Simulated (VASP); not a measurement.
Write the native input for VASP 6.6.1 that does the following.

```yaml
Task: single point
Functional: PBE
Potentials_or_basis: VASP PAW PBE potentials, release 64 (Hf_pv, O)
Cutoff: 520 eV
k_mesh: 4 × 6 × 6
Occupations: gaussian, width 0.01 eV
Spin: no spin polarisation
Dipole_correction: no
Further_INCAR_settings: ALGO = Normal; EDIFF = 1e-07; NBANDS = 56
```

The structure of HfO2 lies in POSCAR:

```
HfO2
1.0
    5.2945362662      0.0000000000      0.0000000000
    0.0000000000      5.0697560509      0.0000000000
    0.0000000000      0.0000000000      5.1018666730
Hf O
4 8
Direct
    0.0228191058      0.2614108932      0.2292966094
    0.4771808947      0.2614108932      0.7292966094
    0.5228191058      0.7385891058      0.2292966094
    0.9771808947      0.7385891058      0.7292966094
    0.3460647411      0.0640108789      0.3875653429
    0.1539352594      0.0640108789      0.8875653429
    0.7507219351      0.4572734184      0.4961380477
    0.7492780654      0.4572734184      0.9961380477
    0.2492780654      0.5427265836      0.9961380477
    0.2507219321      0.5427265836      0.4961380477
    0.8460647411      0.9359891201      0.3875653429
    0.6539352594      0.9359891201      0.8875653429
```

This cell differs from its parent crystal: atoms displaced along a vibrational mode.

The input as run:

INCAR

```
PREC = Accurate ; ENCUT = 520
EDIFF = 1E-7 ; ISMEAR = 0
SIGMA = 0.01 ; LREAL = False
LASPH = True ; NELM = 80
ALGO = Normal ; ISIF = 2
LWAVE = False ; LCHARG = False
GGA = PE ; NBANDS = 56
```

KPOINTS

```
Automatic mesh
0
Gamma
  4 6 6
```

Potentials or basis: VASP PAW PBE potentials, release 64 (Hf_pv, O).

Command:

```console
$ cat potpaw_PBE.64/Hf_pv/POTCAR potpaw_PBE.64/O/POTCAR > POTCAR
$ mpirun -np 1 vasp_std > vasp.out
```

It gave:

The pressure is -2.9 GPa, the largest force is 0.937 eV/Å and the band gap on the k mesh is 4.15 eV (least direct gap 4.61 eV).

Caveat: the cell differs from its parent crystal (atoms displaced along a vibrational mode); spin-orbit coupling is left out, which moves the levels of the heavy elements.

It took 2.6 min on 1 thread of Intel(R) Xeon(R) 6975P-C (Granite Rapids), on a shared host, peak memory 0.41 GiB.
